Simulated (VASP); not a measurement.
# CaS (Fm-3m) in VASP: single point with PBEsol

Aim: the single point of CaS with PBEsol.

All numbers are computed with VASP 6.6.1; they aren't measurements. Logs are shortened: lines on timing, memory, paths and dates and some standing lists are left out, and cuts for length are marked.

**1. The cell of the first run**

It takes space group Fm-3m (No. 225, cubic). The conventional cell has a = 5.633 Å, b = 5.633 Å, c = 5.633 Å, α = 90.00°, β = 90.00°, γ = 90.00°. Within 3.7 Å of S (site symmetry m-3m) lie 6 Ca at 2.82 Å. Ca (site symmetry m-3m) has 6 S at 2.82 Å within 3.7 Å.

**2. Single point, PBEsol**

File INCAR:

```
PREC     = Accurate       # precision mode
ENCUT    = 500            # plane-wave cutoff, eV
EDIFF    = 1E-6           # SCF threshold, eV
ISMEAR   = -1             # smearing method
SIGMA    = 0.05           # smearing width, eV
LREAL    = Auto         
LASPH    = True           # aspherical terms in the spheres
NELM     = 120            # most SCF steps
ALGO     = Normal         # electronic algorithm
ISIF     = 2              # what is computed and relaxed
LWAVE    = False          # write WAVECAR
LCHARG   = False          # write CHGCAR
GGA      = PS             # functional
ISYM     = 0            
NBANDS   = 294            # bands
GGA_COMPAT= False        
NCORE    = 4
```

File KPOINTS:

```
Automatic mesh
0
Gamma
  1 1 1
  0.25 0.25 0.25
```

File POSCAR:

```
CaS
1.0
   11.2664380000      0.0000000000      0.0000000000
    0.0000000000     11.2664380000      0.0000000000
    0.0000000000      0.0000000000     11.2664380000
S Ca
32 32
Direct
    0.2500000000      0.0000000000      0.0000000000
    0.2500000000      0.0000000000      0.5000000000
    0.2500000000      0.5000000000      0.0000000000
    0.2500000000      0.5000000000      0.5000000000
    0.7500000000      0.0000000000      0.0000000000
    0.7500000000      0.0000000000      0.5000000000
    0.7500000000      0.5000000000      0.0000000000
    0.7500000000      0.5000000000      0.5000000000
    0.0000000000      0.2500000000      0.0000000000
    0.0000000000      0.2500000000      0.5000000000
    0.0000000000      0.7500000000      0.0000000000
    0.0000000000      0.7500000000      0.5000000000
    0.5000000000      0.2500000000      0.0000000000
    0.5000000000      0.2500000000      0.5000000000
    0.5000000000      0.7500000000      0.0000000000
    0.5000000000      0.7500000000      0.5000000000
    0.0000000000      0.0000000000      0.2500000000
    0.0000000000      0.0000000000      0.7500000000
    0.0000000000      0.5000000000      0.2500000000
    0.0000000000      0.5000000000      0.7500000000
    0.5000000000      0.0000000000      0.2500000000
    0.5000000000      0.0000000000      0.7500000000
    0.5000000000      0.5000000000      0.2500000000
    0.5000000000      0.5000000000      0.7500000000
    0.2500000000      0.2500000000      0.2500000000
    0.2500000000      0.2500000000      0.7500000000
    0.2500000000      0.7500000000      0.2500000000
    0.2500000000      0.7500000000      0.7500000000
    0.7500000000      0.2500000000      0.2500000000
    0.7500000000      0.2500000000      0.7500000000
    0.7500000000      0.7500000000      0.2500000000
    0.7500000000      0.7500000000      0.7500000000
    0.0000000000      0.0000000000      0.0000000000
    0.0000000000      0.0000000000      0.5000000000
    0.0000000000      0.5000000000      0.0000000000
    0.0000000000      0.5000000000      0.5000000000
    0.5000000000      0.0000000000      0.0000000000
    0.5000000000      0.0000000000      0.5000000000
    0.5000000000      0.5000000000      0.0000000000
    0.5000000000      0.5000000000      0.5000000000
    0.2500000000      0.2500000000      0.0000000000
    0.2500000000      0.2500000000      0.5000000000
    0.2500000000      0.7500000000      0.0000000000
    0.2500000000      0.7500000000      0.5000000000
    0.7500000000      0.2500000000      0.0000000000
    0.7500000000      0.2500000000      0.5000000000
    0.7500000000      0.7500000000      0.0000000000
    0.7500000000      0.7500000000      0.5000000000
    0.2500000000      0.0000000000      0.2500000000
    0.2500000000      0.0000000000      0.7500000000
    0.2500000000      0.5000000000      0.2500000000
    0.2500000000      0.5000000000      0.7500000000
    0.7500000000      0.0000000000      0.2500000000
    0.7500000000      0.0000000000      0.7500000000
    0.7500000000      0.5000000000      0.2500000000
    0.7500000000      0.5000000000      0.7500000000
    0.0000000000      0.2500000000      0.2500000000
    0.0000000000      0.2500000000      0.7500000000
    0.0000000000      0.7500000000      0.2500000000
    0.0000000000      0.7500000000      0.7500000000
    0.5000000000      0.2500000000      0.2500000000
    0.5000000000      0.2500000000      0.7500000000
    0.5000000000      0.7500000000      0.2500000000
    0.5000000000      0.7500000000      0.7500000000
```

Potentials or basis: VASP PAW PBE potentials, release 64 (S, Ca_sv).

Launch:

```
$ cat potpaw_PBE.64/S/POTCAR potpaw_PBE.64/Ca_sv/POTCAR > POTCAR
$ mpirun -np 4 vasp_std > vasp.out
```

OUTCAR:

```text
PREC = Accurate
   ENCUT = 500
   EDIFF = 1E-6
   ISMEAR = -1
   LREAL = Auto
   LASPH = True
   NELM = 120
   ISIF = 2
   GGA = PS
   ISYM = 0

 ion  position               nearest neighbor table
   1  0.250  0.000  0.000-  33 2.82  37 2.82  41 2.82  43 2.82  49 2.82  50 2.82
   2  0.250  0.000  0.500-  34 2.82  38 2.82  42 2.82  44 2.82  49 2.82  50 2.82
   3  0.250  0.500  0.000-  35 2.82  39 2.82  41 2.82  43 2.82  51 2.82  52 2.82
   4  0.250  0.500  0.500-  36 2.82  40 2.82  42 2.82  44 2.82  51 2.82  52 2.82
   5  0.750  0.000  0.000-  33 2.82  37 2.82  45 2.82  47 2.82  53 2.82  54 2.82
   6  0.750  0.000  0.500-  34 2.82  38 2.82  46 2.82  48 2.82  53 2.82  54 2.82
[... 56 lines left out ...]
  63  0.500  0.750  0.250-  15 2.82  16 2.82  21 2.82  23 2.82  27 2.82  31 2.82
  64  0.500  0.750  0.750-  15 2.82  16 2.82  22 2.82  24 2.82  28 2.82  32 2.82

IMPORTANT INFORMATION: All symmetrisations will be switched off!
NOSYMM: (Re-)initialisation of all symmetry stuff for point group C_1.

----------------------------------------------------------------------------------------

                                     Primitive cell

  volume of cell :    1430.0786

  direct lattice vectors                    reciprocal lattice vectors
    11.266438000  0.000000000  0.000000000     0.088759198  0.000000000  0.000000000
     0.000000000 11.266438000  0.000000000     0.000000000  0.088759198  0.000000000
     0.000000000  0.000000000 11.266438000     0.000000000  0.000000000  0.088759198

  length of vectors
    11.266438000 11.266438000 11.266438000     0.088759198  0.088759198  0.088759198

  position of ions in fractional coordinates (direct lattice)
     0.250000000  0.000000000  0.000000000
     0.250000000  0.000000000  0.500000000
     0.250000000  0.500000000  0.000000000
     0.250000000  0.500000000  0.500000000
     0.750000000  0.000000000  0.000000000
     0.750000000  0.000000000  0.500000000
[... 56 lines left out ...]
     0.500000000  0.750000000  0.250000000
     0.500000000  0.750000000  0.750000000

  ion indices of the primitive-cell ions
   primitive index   ion index
                 1           1
                 2           2
                 3           3
                 4           4
                 5           5
                 6           6
[... 56 lines left out ...]
                63          63
                64          64

----------------------------------------------------------------------------------------

 KPOINTS: Automatic mesh

Automatic generation of k-mesh.
 Grid dimensions read from file:
 generate k-points for:    1    1    1

 Generating k-lattice:

  Cartesian coordinates                     Fractional coordinates (reciprocal lattice)
     0.088759198  0.000000000  0.000000000     1.000000000  0.000000000  0.000000000
     0.000000000  0.088759198  0.000000000     0.000000000  1.000000000  0.000000000
     0.000000000  0.000000000  0.088759198     0.000000000  0.000000000  1.000000000

  Length of vectors
     0.088759198  0.088759198  0.088759198

  Shift w.r.t. Gamma in fractional coordinates (k-lattice)
     0.250000000  0.250000000  0.250000000

 Subroutine IBZKPT returns following result:
 ===========================================

 Found      4 irreducible k-points:

 Following reciprocal coordinates:
            Coordinates               Weight
  0.250000  0.250000  0.250000      2.000000
 -0.250000  0.250000  0.250000      2.000000
 -0.250000 -0.250000  0.250000      2.000000
  0.250000 -0.250000  0.250000      2.000000
   k-points           NKPTS =      4   k-points in BZ     NKDIM =      4   number of bands    NBANDS=    294
   number of dos      NEDOS =    301   number of ions     NIONS =     64
   total plane-waves  NPLWV = 592704
   dimension x,y,z NGX =    84 NGY =   84 NGZ =   84
   dimension x,y,z NGXF=   168 NGYF=  168 NGZF=  168
   ions per type =              32  32
   NGX,Y,Z   is equivalent  to a cutoff of  12.39, 12.39, 12.39 a.u.
   NGXF,Y,Z  is equivalent  to a cutoff of  24.79, 24.79, 24.79 a.u.
 SYSTEM =  unknown system
   PREC   = accura    normal or accurate (medium, high low for compatibility)
   ISTART =      0    job   : 0-new  1-cont  2-samecut
   ICHARG =      2    charge: 1-file 2-atom 10-const
   ISPIN  =      1    spin polarized calculation?
   LNONCOLLINEAR =      F non collinear calculations
   LSORBIT =      F    spin-orbit coupling
   LASPH  =      T    aspherical Exc in radial PAW
   ENCUT  =  500.0 eV  36.75 Ry    6.06 a.u.  20.54 20.54 20.54*2*pi/ulx,y,z
   NELM   =    120;   NELMIN=  2; NELMDL= -5     # of ELM steps
   EDIFF  = 0.1E-05   stopping-criterion for ELM
   LREAL  =      T    real-space projection
   EDIFFG = 0.1E-04   stopping-criterion for IOM
   NSW    =      0    number of steps for IOM
   IBRION =     -1    ionic relax: 0-MD 1-quasi-New 2-CG
   NFREE  =      0    steps in history (QN), initial steepest desc. (CG)
   ISIF   =      2    stress and relaxation
   ISYM   =      0    0-nonsym 1-usesym 2-fastsym
   POTIM  = 0.5000    time-step for ionic-motion
   TEBEG  =    0.0;   TEEND  =   0.0 temperature during run
   PSTRESS=    0.0 pullay stress
   NELECT =     512.0000    total number of electrons
   NUPDOWN=      -1.0000    fix difference up-down
   EMIN   =  10.00;   EMAX   =-10.00  energy-range for DOS
   EFERMI =   0.00;   METHOD = LEGACY
   ISMEAR =    -1;   SIGMA  =   0.05  broadening in eV -4-tet -1-fermi 0-gaus
   EFERMI_NEDOS =   21; number of points for ismear=-14 and -15
   IALGO  =     38    algorithm
   IMIX   =      4    mixing-type and parameters
     AMIX     =   0.40;   BMIX     =  1.00
     AMIX_MAG =   1.60;   BMIX_MAG =  1.00
  volume/ion in A,a.u.               =      22.34       150.79
  Fermi-wavevector in a.u.,A,eV,Ry     =   1.162460  2.196732 18.385747  1.351314
  Thomas-Fermi vector in A             =   2.299021
   LORBIT       =      0    0 simple, 1 ext, 2 COOP (PROOUT), +10 PAW based schemes
   GGA     = PS    functional components
   LHFCALC =     F    Hartree Fock is set to
   AEXX    =    0.0000 exact exchange contribution
   IVDW    =     0    specifies the selected vdW correction
   LEPSILON=     F    determine dielectric tensor
   LRPA    =     F    only Hartree local field effects (RPA)
 non-spin polarized calculation
  energy-cutoff  :      500.00
  volume of cell :     1430.08
 maximum number of plane-waves:     36321
 NGX is ok and might be reduce to    84
   NGX = 41   NGY = 41   NGZ = 41

 number of electron     511.9999854 magnetization

 Free energy of the ion-electron system (eV)
  ---------------------------------------------------
  ext. energy  EPLUGINS =         0.00000000
  ---------------------------------------------------
  free energy    TOTEN  =      -349.35030763 eV

  energy without entropy =     -349.35030763  energy(sigma->0) =     -349.35030763

 E-fermi :   4.0043     XC(G=0):  -9.6490

 val. band max:        2.6387037634   @ k =  -0.2500  -0.2500   0.2500
 cond. band min:       5.5293118700   @ k =  -0.2500  -0.2500   0.2500
 fundamental gap:      2.8906081066
 Fermi energy:         4.0042765539

 k-point     1 :       0.2500    0.2500    0.2500
  band No.  band energies     occupation
      1     -35.9967      2.00000
      2     -35.9920      2.00000
      3     -35.9920      2.00000
      4     -35.9920      2.00000
      5     -35.9887      2.00000
      6     -35.9887      2.00000
[... 260 lines left out ...]
    267       6.8546      0.00000
    268       6.8546      0.00000

 k-point     2 :      -0.2500    0.2500    0.2500
  band No.  band energies     occupation
      1     -35.9967      2.00000
      2     -35.9920      2.00000
      3     -35.9920      2.00000
      4     -35.9920      2.00000
      5     -35.9887      2.00000
      6     -35.9887      2.00000
[... 260 lines left out ...]
    267       6.8546      0.00000
    268       6.8546      0.00000

 k-point     3 :      -0.2500   -0.2500    0.2500
  band No.  band energies     occupation
      1     -35.9967      2.00000
      2     -35.9920      2.00000
      3     -35.9920      2.00000
      4     -35.9920      2.00000
      5     -35.9887      2.00000
      6     -35.9887      2.00000
[... 260 lines left out ...]
    267       6.8546      0.00000
    268       6.8546      0.00000

 k-point     4 :       0.2500   -0.2500    0.2500
  band No.  band energies     occupation
      1     -35.9967      2.00000
      2     -35.9920      2.00000
      3     -35.9920      2.00000
      4     -35.9920      2.00000
      5     -35.9887      2.00000
      6     -35.9887      2.00000
[... 260 lines left out ...]
    267       6.8546      0.00000
    268       6.8546      0.00000
 [bands above 268 left out]

------------------------ aborting loop because EDIFF is reached ----------------------------------------

  FORCE on cell =-STRESS in cart. coord.  units (eV):
  Direction    XX          YY          ZZ          XY          YZ          ZX
  --------------------------------------------------------------------------------------
  -------------------------------------------------------------------------------------
  Total        1.2475033      1.2476177      1.2475595     -0.0000103     -0.0000626     -0.0000211
  in kB        1.3976305      1.3977587      1.3976935     -0.0000116     -0.0000701     -0.0000236
  external PRESSURE =       1.3976943 kB  Pullay stress =       0.0000000 kB

 VOLUME and BASIS-vectors are now :
 -----------------------------------------------------------------------------
  energy-cutoff  :      500.00
  volume of cell :     1430.08
      direct lattice vectors                 reciprocal lattice vectors
    11.266438000  0.000000000  0.000000000     0.088759198  0.000000000  0.000000000
     0.000000000 11.266438000  0.000000000     0.000000000  0.088759198  0.000000000
     0.000000000  0.000000000 11.266438000     0.000000000  0.000000000  0.088759198

 POSITION                                       TOTAL-FORCE (eV/Angst)
 -----------------------------------------------------------------------------------
      2.81661      0.00000      0.00000         0.000000      0.000000      0.000001
      2.81661      0.00000      5.63322        -0.000002      0.000000     -0.000001
      2.81661      5.63322      0.00000         0.000000     -0.000002      0.000001
      2.81661      5.63322      5.63322         0.000000     -0.000001     -0.000001
      8.44983      0.00000      0.00000        -0.000001      0.000001      0.000001
      8.44983      0.00000      5.63322         0.000001     -0.000002      0.000000
[... 56 lines left out ...]
      5.63322      8.44983      2.81661        -0.000001      0.000003     -0.000001
      5.63322      8.44983      8.44983         0.000004     -0.000010      0.000002
 -----------------------------------------------------------------------------------
    total drift:                                0.000023      0.000012     -0.000022

  FREE ENERGIE OF THE ION-ELECTRON SYSTEM (eV)
  ---------------------------------------------------
  free  energy   TOTEN  =      -349.3503076253 eV

  energy  without entropy=     -349.3503076253  energy(sigma->0) =     -349.35030763
```

It took 18 min on 4 MPI ranks of AMD EPYC 7R43 (Zen 3), shared host; peak memory 0.51 GiB.

Results:

* Free energy: -349.3503 eV
* Pressure: 0.1 GPa
* Band gap on the k mesh: 2.89 eV

Caveat: the k points lie up to 0.56 Å⁻¹ apart; the PAW data sets were made with another functional, which shifts forces and pressure a little. A k mesh can miss the band edges.
